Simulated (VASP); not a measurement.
# HoO3 (P4/mmm) in VASP: notebook, part 2 of 2

VASP 6.6.1. The steps go on from the part before.

### 4 Single point, PBE

INCAR reads:

```
  PREC = Accurate
  ENCUT = 600
  EDIFF = 1E-6
  ISMEAR = 0
  SIGMA = 0.1
  LREAL = F
  LASPH = T
  NELM = 200
  ALGO = Normal
  ISIF = 2
  LWAVE = F
  LCHARG = F
  GGA = PE
  NBANDS = 22
  GGA_COMPAT = F
  LMAXMIX = 6
```

KPOINTS reads:

```
Automatic mesh
0
Gamma
  6 6 4
```

POSCAR reads:

```
HoO3
1.0
    3.4096256922      0.0000000000      0.0000000000
    0.0000000000      3.4096256922      0.0000000000
    0.0000000000      0.0000000000      4.2230392838
Ho O
1 3
Direct
    0.0000000000      0.0000000000      0.5000000000
    0.5000000000      0.5000000000      0.0000000000
    0.0000000000      0.0000000000      0.0000000000
    0.5000000000      0.5000000000      0.5000000000
```

Potentials or basis: VASP PAW PBE potentials, release 64 (Ho_3, O), 4f in core.

The run is started by

```
$ cat potpaw_PBE.64/Ho_3/POTCAR potpaw_PBE.64/O/POTCAR > POTCAR
$ mpirun -np 1 vasp_std > vasp.out
```

OUTCAR:

```text
PREC = Accurate
   ENCUT = 600
   EDIFF = 1E-6
   ISMEAR = 0
   LREAL = F
   LASPH = T
   NELM = 200
   ISIF = 2
   GGA = PE

 ion  position               nearest neighbor table
   1  0.000  0.000  0.500-   3 2.11   3 2.11   4 2.41   4 2.41   4 2.41   4 2.41
   2  0.500  0.500  0.000-
   3  0.000  0.000  0.000-   1 2.11   1 2.11
   4  0.500  0.500  0.500-   1 2.41   1 2.41   1 2.41   1 2.41

  LATTYP: Found a simple tetragonal cell.
 ALAT       =     3.4096256922
 C/A-ratio  =     1.2385638968

  Lattice vectors:

 A1 = (   3.4096256922,   0.0000000000,   0.0000000000)
 A2 = (   0.0000000000,   3.4096256922,   0.0000000000)
 A3 = (   0.0000000000,   0.0000000000,   4.2230392838)

Analysis of symmetry for initial positions (statically):
=====================================================================
 Subroutine PRICEL returns:
 Original cell was already a primitive cell.

 Routine SETGRP: Setting up the symmetry group for a
 simple tetragonal supercell.

 Subroutine GETGRP returns: Found 16 space group operations
 (whereof 16 operations were pure point group operations)
 out of a pool of 16 trial point group operations.

The static configuration has the point symmetry D_4h.

Analysis of symmetry for dynamics (positions and initial velocities):
=====================================================================
 Subroutine PRICEL returns:
 Original cell was already a primitive cell.

 Routine SETGRP: Setting up the symmetry group for a
 simple tetragonal supercell.

 Subroutine GETGRP returns: Found 16 space group operations
 (whereof 16 operations were pure point group operations)
 out of a pool of 16 trial point group operations.

The dynamic configuration has the point symmetry D_4h.

[... 116 lines left out ...]
   EFERMI =   0.00;   METHOD = LEGACY
   ISMEAR =     0;   SIGMA  =   0.10  broadening in eV -4-tet -1-fermi 0-gaus
   EFERMI_NEDOS =   21; number of points for ismear=-14 and -15
   IALGO  =     38    algorithm
   IMIX   =      4    mixing-type and parameters
     AMIX     =   0.40;   BMIX     =  1.00
     AMIX_MAG =   1.60;   BMIX_MAG =  1.00
  volume/ion in A,a.u.               =      12.27        82.83
  Fermi-wavevector in a.u.,A,eV,Ry     =   1.341271  2.534635 24.476993  1.799008
  Thomas-Fermi vector in A             =   2.469518
   LORBIT       =      0    0 simple, 1 ext, 2 COOP (PROOUT), +10 PAW based schemes
   GGA     = PE    functional components
   LHFCALC =     F    Hartree Fock is set to
   AEXX    =    0.0000 exact exchange contribution
   IVDW    =     0    specifies the selected vdW correction
   LEPSILON=     F    determine dielectric tensor
   LRPA    =     F    only Hartree local field effects (RPA)
 non-spin polarized calculation
 Gauss-broadening in eV      SIGMA  =   0.10
  energy-cutoff  :      600.00
  volume of cell :       49.10
 maximum number of plane-waves:      1664
 NGX is ok and might be reduce to    28
   NGX = 13   NGY = 13   NGZ = 17

 number of electron      26.9999990 magnetization

 Free energy of the ion-electron system (eV)
  ---------------------------------------------------
  ext. energy  EPLUGINS =         0.00000000
  ---------------------------------------------------
  free energy    TOTEN  =       -24.37036860 eV

  energy without entropy =      -24.35709253  energy(sigma->0) =      -24.36373057

 E-fermi :   2.6755     XC(G=0): -10.9158

 val. band max:        2.6497595340   @ k =   0.3333   0.1667   0.5000
 cond. band min:       2.7288731033   @ k =   0.3333   0.1667   0.2500
 fundamental gap:      0.0791135693
 Fermi energy:         2.6754917044

 k-point     1 :       0.0000    0.0000    0.0000
  band No.  band energies     occupation
      1     -20.2542      2.00000
      2     -20.2283      2.00000
      3     -20.2283      2.00000
      4     -16.5874      2.00000
      5     -14.7741      2.00000
      6     -12.8484      2.00000
[... 589 lines left out ...]
     21      13.3824      0.00000
     22      13.7988      0.00000

 [... further k-points ...]

------------------------ aborting loop because EDIFF is reached ----------------------------------------

  FORCE on cell =-STRESS in cart. coord.  units (eV):
  Direction    XX          YY          ZZ          XY          YZ          ZX
  --------------------------------------------------------------------------------------
  -------------------------------------------------------------------------------------
  Total       -0.0290807     -0.0290807      0.7474582      0.0000000      0.0000000      0.0000000
  in kB       -0.9490235     -0.9490235     24.3926480      0.0000000      0.0000000      0.0000000
  external PRESSURE =       7.4982003 kB  Pullay stress =       0.0000000 kB

 VOLUME and BASIS-vectors are now :
 -----------------------------------------------------------------------------
  energy-cutoff  :      600.00
  volume of cell :       49.10
      direct lattice vectors                 reciprocal lattice vectors
     3.409625692  0.000000000  0.000000000     0.293287325  0.000000000  0.000000000
     0.000000000  3.409625692  0.000000000     0.000000000  0.293287325  0.000000000
     0.000000000  0.000000000  4.223039284     0.000000000  0.000000000  0.236796282

 POSITION                                       TOTAL-FORCE (eV/Angst)
 -----------------------------------------------------------------------------------
      0.00000      0.00000      2.11152         0.000000      0.000000      0.000000
      1.70481      1.70481      0.00000         0.000000      0.000000      0.000000
      0.00000      0.00000      0.00000         0.000000      0.000000      0.000000
      1.70481      1.70481      2.11152         0.000000      0.000000      0.000000
 -----------------------------------------------------------------------------------
    total drift:                                0.000000      0.000000      0.000000

  FREE ENERGIE OF THE ION-ELECTRON SYSTEM (eV)
  ---------------------------------------------------
  free  energy   TOTEN  =       -24.3703686039 eV

  energy  without entropy=      -24.3570925304  energy(sigma->0) =      -24.36373057
```

OSZICAR:

```text
N       E                     dE             d eps       ncg     rms          rms(c)
DAV:   1     0.209684132239E+03    0.20968E+03   -0.13516E+04  1480   0.135E+03
DAV:   2    -0.100864179927E+02   -0.21977E+03   -0.20642E+03  2112   0.390E+02
DAV:   3    -0.265569984480E+02   -0.16471E+02   -0.15982E+02  2070   0.102E+02
DAV:   4    -0.267696895035E+02   -0.21269E+00   -0.21108E+00  1752   0.986E+00
DAV:   5    -0.267745570504E+02   -0.48675E-02   -0.48596E-02  1808   0.122E+00    0.314E+01
DAV:   6    -0.259619446046E+02    0.81261E+00   -0.28854E+01  1980   0.294E+01    0.251E+01
DAV:   7    -0.247093318330E+02    0.12526E+01   -0.17215E+01  2014   0.175E+01    0.190E+01
DAV:   8    -0.244379556398E+02    0.27138E+00   -0.19712E+00  1948   0.962E+00    0.618E+00
DAV:   9    -0.243917658078E+02    0.46190E-01   -0.47384E-01  1914   0.521E+00    0.115E+00
DAV:  10    -0.243704624856E+02    0.21303E-01   -0.69370E-02  1952   0.197E+00    0.358E-01
DAV:  11    -0.243705032965E+02   -0.40811E-04   -0.87823E-03  1588   0.652E-01    0.186E-01
DAV:  12    -0.243703567463E+02    0.14655E-03   -0.97338E-04  1888   0.256E-01    0.456E-02
DAV:  13    -0.243703729469E+02   -0.16201E-04   -0.31612E-04  1658   0.972E-02    0.338E-02
DAV:  14    -0.243703698182E+02    0.31287E-05   -0.29215E-05  2010   0.352E-02    0.168E-02
DAV:  15    -0.243703687069E+02    0.11113E-05   -0.12711E-05  2056   0.209E-02    0.459E-03
DAV:  16    -0.243703686039E+02    0.10303E-06   -0.56876E-07   816   0.554E-03
   1 F= -.24370369E+02 E0= -.24363731E+02  d E =-.132761E-01
```

Wall time 22 s (1 thread of Intel Xeon 6975P-C (Granite Rapids), shared host); peak memory 0.19 GiB.

Results:

| Property | Result |
| --- | --- |
| Free energy | -24.3704 eV |
| Pressure | 0.7 GPa |
| Band gap on the k mesh | zero (an odd number of electrons rules out a gap without spin polarisation) |

Caveat: the k points lie up to 0.37 Å⁻¹ apart, too coarse for converged energies and pressures of a metal; spin-orbit coupling is left out, which moves the levels of the heavy elements; the 4f electrons are frozen in the core, so they carry no moment and show no levels; an odd number of electrons without spin polarisation forces a metal; a magnetic or distorted state may lie lower; the run has no spin polarisation, though such a crystal can be magnetic. With open d or f shells a metallic result of PBE can be an artefact of self-interaction; +U or a hybrid may open a gap.

### 5 Relaxation of cell and atoms, PBE

This run uses another cell than the first one, of 14.09 Å³/atom.

INCAR reads:

```
PREC     = Accurate       # precision mode
ENCUT    = 600            # plane-wave cutoff, eV
EDIFF    = 1E-7           # SCF threshold, eV
ISMEAR   = 0              # smearing method
SIGMA    = 0.1            # smearing width, eV
LREAL    = F              # projectors in reciprocal space
LASPH    = T              # aspherical terms in the spheres
NELM     = 200            # most SCF steps
ALGO     = Normal         # electronic algorithm
ISIF     = 3              # what is computed and relaxed
LWAVE    = F              # write WAVECAR
LCHARG   = F              # write CHGCAR
GGA      = PE             # functional
IBRION   = 2              # ionic algorithm
NSW      = 90             # ionic steps
EDIFFG   = -0.04          # ionic threshold
GGA_COMPAT= F            
NELMIN   = 4            
LMAXMIX  = 6              # l up to which the mixer works
```

KPOINTS reads:

```
regular mesh
0
Gamma
  4 4 4
```

POSCAR reads:

```
HoO3
1.0
    3.7452276600      0.0000000000      0.0000000000
    0.0000000000      3.7452276600      0.0000000000
    0.0000000000      0.0000000000      4.0175535200
Ho O
1 3
Direct
    0.0000000000      0.0000000000      0.5000000000
    0.5000000000      0.5000000000      0.0000000000
    0.0000000000      0.0000000000      0.0000000000
    0.5000000000      0.5000000000      0.5000000000
```

The run is started by

```
$ cat potpaw_PBE.64/Ho_3/POTCAR potpaw_PBE.64/O/POTCAR > POTCAR
$ mpirun -np 1 vasp_std > vasp.out
```

Wall time 88 s (1 thread of Intel Xeon 6975P-C (Granite Rapids), shared host); peak memory 0.19 GiB.

The run converged. Its results:

```
Free energy                           : -24.3498 eV
Relaxed volume                        : 12.28 Å³/atom
Relaxed cell                          : a = 3.399 Å, b = 3.399 Å, c = 4.250 Å, α = 90.00°, β = 90.00°, γ = 90.00°
Space group after relaxing (to 0.1 Å) : P4/mmm (No. 123)
Energy gained by relaxing             : 181.2 meV/atom
Ionic steps                           : 9
Pressure after relaxing               : 0.3 GPa
Band gap on the k mesh                : zero (an odd number of electrons rules out a gap without spin polarisation)
```

Stress tensor (GPa, compression positive):
```
 0.41  0.00  0.00
 0.00  0.41  0.00
 0.00  0.00 -0.04
```

The path:
```
step  energy change (eV)  largest force (eV/Å)  pressure (GPa)  volume (Å³)
   1              0.0000                0.0000           -2.19        56.35
   2             -0.5452                0.0000          -10.33        54.49
   3             -0.5450                0.0000          -10.49        54.50
   4             -0.6889                0.0000            5.71        47.05
   5             -0.7218                0.0000           -0.37        49.11
   6             -0.7218                0.0000           -0.10        49.01
   7             -0.7232                0.0000            0.02        49.05
   8             -0.7243                0.0000            0.57        49.16
   9             -0.7247                0.0000            0.26        49.11
```

Final structure:
```
Ho O
1.0
     3.39931    0.00000    0.00000
     0.00000    3.39931    0.00000
     0.00000    0.00000    4.24959
Ho O
1 3
Direct
  0.00000 0.00000 0.50000
  0.50000 0.50000 0.00000
  0.00000 0.00000 0.00000
  0.50000 0.50000 0.50000
```

Levels at points of the mesh, in eV from the Fermi level:
```
           k point  band 10  band 11  band 12  band 13  band 14  band 15  band 16  band 17
(0.00, 0.00, 0.00)    -2.37    -2.37    -1.07     0.40     0.40     1.02     1.27     3.87
(0.50, 0.00, 0.00)    -1.82    -1.56    -1.36    -1.28    -1.11     1.20     4.64     4.99
(0.50, 0.50, 0.00)    -2.86    -2.86    -1.02     0.83     0.83     1.25     3.21     3.21
(0.00, 0.00, 0.50)    -3.12    -3.12    -2.64    -1.64     0.18     0.18     1.17     4.29
(0.50, 0.00, 0.50)    -3.29    -2.05    -1.96    -1.90    -1.88    -1.62     5.01     6.36
(0.50, 0.50, 0.50)    -3.43    -3.43    -2.50    -1.84     0.63     0.63     5.64     5.64
```

Caveat: the k points lie up to 0.46 Å⁻¹ apart in the final cell, too coarse for converged energies and pressures of a metal; spin-orbit coupling is left out, which moves the levels of the heavy elements; the 4f electrons are frozen in the core, so they carry no moment and show no levels; an odd number of electrons without spin polarisation forces a metal; a magnetic or distorted state may lie lower; the run has no spin polarisation, though such a crystal can be magnetic.

### 6 Overview

```csv
task,cell,k mesh,gap on the mesh (eV),pressure (GPa)
single point,"a = 3.410, b = 3.410, c = 4.223 Å, 4 atoms",4 × 4 × 4,none,0.9
single point,"a = 3.745, b = 3.745, c = 4.018 Å, 4 atoms",4 × 4 × 4,none,-2.2
single point,"a = 3.410, b = 3.410, c = 4.223 Å, 4 atoms",6 × 6 × 4,none,0.7
relaxation of cell and atoms,"relaxed from a = 3.745, b = 3.745, c = 4.018 Å, 4 atoms",4 × 4 × 4,none,0.3
```

Alike in all rows: level PBE; potentials or basis VASP PAW PBE potentials, release 64 (Ho_3, O), 4f in core; no spin polarisation; cutoff (eV) 600; smearing gaussian 0.1 eV.

Caveats: all runs use coarse meshes; spin-orbit coupling is left out, which moves the levels of the heavy elements; the 4f electrons are frozen in the core, so they carry no moment and show no levels; an odd number of electrons without spin polarisation forces a metal; a magnetic or distorted state may lie lower; the run has no spin polarisation, though such a crystal can be magnetic.

Absolute energies hang on the potentials; compare differences alone.
